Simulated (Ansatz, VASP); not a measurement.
Two plane-wave programs on SnPb3S4

```
CELL_PARAMETERS angstrom
4.22224 -5.97146 0.00000
4.22224 5.97146 0.00000
0.00000 0.00000 4.22276
ATOMIC_POSITIONS crystal
Sn 0.50000 0.50000 0.50000
Pb 0.00000 0.50000 0.00000
Pb 0.50000 0.00000 0.00000
Pb 0.00000 0.00000 0.50000
S 0.25534 0.25534 0.00000
S 0.74466 0.74466 0.00000
S 0.25272 0.74728 0.50000
S 0.74728 0.25272 0.50000
```

Alike in both runs: task relaxation of cell and atoms; functional PBE; k mesh 6 × 6 × 10; occupations gaussian, width 0.1 eV; no spin polarisation.

```csv
,VASP,Ansatz
version,VASP 6.6.1,Ansatz 0.2.0
potentials or method,"VASP PAW PBE potentials, release 64 (Sn_d, Pb_d, S), cutoff 500 eV","scalar-relativistic, plane waves, PAW"
valence electrons in the cell,80,80
```

Ansatz gave:

* relaxed volume (Å³/atom): 26.62
* relaxed cell length with the largest relative difference (Å): 4.223

**Question.** Which values does VASP return?

**Answer.** Relaxed volume (Å³/atom): 26.57; relaxed cell length with the largest relative difference (Å): 4.220.

Spin-orbit coupling is off throughout.
